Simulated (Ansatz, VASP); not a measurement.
**SiC in VASP and in Ansatz**

```xyz
12
Lattice="3.0950 0.0000 0.0000 -1.5475 2.6803 0.0000 0.0000 0.0000 15.1866" Properties=species:S:1:pos:R:3 pbc="T T T"
Si    0.0000    1.7869   12.6503
Si    1.5475    0.8935    5.0570
Si    1.5475    0.8935   10.1219
Si    0.0000    1.7869    2.5286
Si    0.0000    0.0000    7.5891
Si    0.0000    0.0000   15.1824
C     0.0000    0.0000   13.2787
C     0.0000    0.0000    5.6854
C     0.0000    1.7869   10.7521
C     1.5475    0.8935    3.1588
C     1.5475    0.8935    8.2237
C     0.0000    1.7869    0.6304
```

Alike in both runs: functional PBE; k mesh 12 × 12 × 2; occupations gaussian, width 0.02 eV; no spin polarisation.

Ansatz relaxed the structure, and its values are those at the end. VASP's run is a single point on that final structure, the one shown.

```csv
,VASP,Ansatz
version,VASP 6.6.1,Ansatz 0.2.0
potentials or method,"VASP PAW PBE potentials, release 64 (Si, C), cutoff 520 eV","scalar-relativistic, plane waves, PAW"
valence electrons in the cell,48,48
```

```csv
,VASP,Ansatz,Ansatz less VASP
gap on the k mesh at the Fermi level (eV),2.03,2.03,+0.002
least direct gap on the mesh (eV),3.12,3.13,+0.002
pressure (GPa),0.0,0.0,+0.05
```
